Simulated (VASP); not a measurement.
CoO:

```xyz
2
Lattice="0.0000 2.1245 2.1245 2.1245 0.0000 2.1245 2.1245 2.1245 0.0000" Properties=species:S:1:pos:R:3 pbc="T T T"
Co    0.0000    0.0000    0.0000
O     2.1245    2.1245    2.1245
```

Base run:

| Property | Result |
| --- | --- |
| Program | VASP 6.6.1 |
| Functional | PBE |
| Potentials or basis | VASP PAW PBE potentials, release 64 (Co, O) |
| Cutoff | 520 eV |
| k mesh | 14 × 14 × 14 |
| Occupations | gaussian, width 0.05 eV |
| Spin | no spin polarisation |

Its results: pressure -18.7 GPa.

Question: The run is repeated on the same cell with these changes: spin from no spin polarisation to collinear spin, ferromagnetic start; further incar settings from ALGO = Normal; EDIFF = 1e-07; NBANDS = 14 to ALGO = Normal; EDIFF = 1e-07; NBANDS = 18. What comes out?

Answer: Pressure -0.6 GPa; net moment 2.92 μB per cell; site moments Co +2.57; O +0.30 μB.

Caveats: an odd number of electrons without spin polarisation forces a metal (some runs); a magnetic or distorted state may lie lower (some runs); a cell with one magnetic atom can't hold antiferromagnetic order, which such compounds often take (some runs).
